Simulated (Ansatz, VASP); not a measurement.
# Two plane-wave programs on GaN

Contents of POSCAR:

```
GaN
1.0
    0.0000000000      2.2535006075      2.2535006075
    2.2535006075      0.0000000000      2.2535006075
    2.2535006075      2.2535006075      0.0000000000
Ga N
1 1
Direct
    0.0000000000      0.0000000000      0.0000000000
    0.7500000000      0.7500000000      0.7029327763
```

Contents of INCAR.step1:

```
SYSTEM = GaN
  ALGO = Normal
  EDIFF = 1E-4
  ENCUT = 520
  GGA = PE
  ISMEAR = 0
  LASPH = .TRUE.
  LCHARG = .FALSE.
  LREAL = .FALSE.
  LWAVE = .TRUE.
  NBANDS = 16
  NELM = 100
  PREC = Accurate
  SIGMA = 0.05
```

File INCAR.step2:

```
SYSTEM = GaN
  ALGO = Normal
  EDIFF = 1E-7
  ENCUT = 520
  ISIF = 2
  ISMEAR = 0
  ISTART = 1
  LASPH = .TRUE.
  LCHARG = .FALSE.
  LMIXTAU = .TRUE.
  LREAL = .FALSE.
  LWAVE = .FALSE.
  METAGGA = R2SCAN
  NBANDS = 16
  NELM = 100
  PREC = Accurate
  SIGMA = 0.05
```

Contents of KPOINTS:

```
k-points
0
G
  10 10 10
  0 0 0
```

Input for Ansatz:

```yaml
crystal:
  lattice:
    - [0.0, 2.2535006075, 2.2535006075]
    - [2.2535006075, 0.0, 2.2535006075]
    - [2.2535006075, 2.2535006075, 0.0]
  atoms:
    - { symbol: Ga, position: [0.0, 0.0, 0.0] }
    - { symbol: "N", position: [0.75, 0.75, 0.7029327763] }
basis:
  ecutwfc: 500
kpoints:
  mp_grid: { grid: [10, 10, 10] }
hamiltonian:
  xc: r2scan
scf:
  occupations: { method: gaussian, width: 0.05 }
output:
  forces: true
  stress: true
  eigenvalues: true
```

Change from the starting cell: all N atoms moved -0.150 Å, as atom 2 along Cartesian [1 1 0].

Alike in both runs: task single point; functional r2SCAN; k mesh 10 × 10 × 10; occupations gaussian, width 0.05 eV; no spin polarisation.

```csv
,VASP,Ansatz
version,VASP 6.6.1,Ansatz 0.2.0
potentials or method,"VASP PAW PBE potentials, release 64 (Ga_d, N), cutoff 520 eV","scalar-relativistic, plane waves, PAW"
valence electrons in the cell,18,18
```

|  | VASP | Ansatz | Ansatz less VASP |
| --- | --- | --- | --- |
| gap on the k mesh at the Fermi level (eV) | 1.90 | 1.90 | +0.003 |
| least direct gap on the mesh (eV) | 1.90 | 1.90 | +0.003 |
| pressure (GPa) | 2.2 | 1.2 | -1.05 |
| traceless stress, the component that is largest in VASP (GPa) | -6.68 | -6.36 | +0.314 |
| rms of the force components (eV/Å) | 1.206 | 1.185 | -0.0206 |

VASP's potentials were made for PBE, not for r2SCAN. Atom by atom the forces differ by 0.021 eV/Å (rms over components).
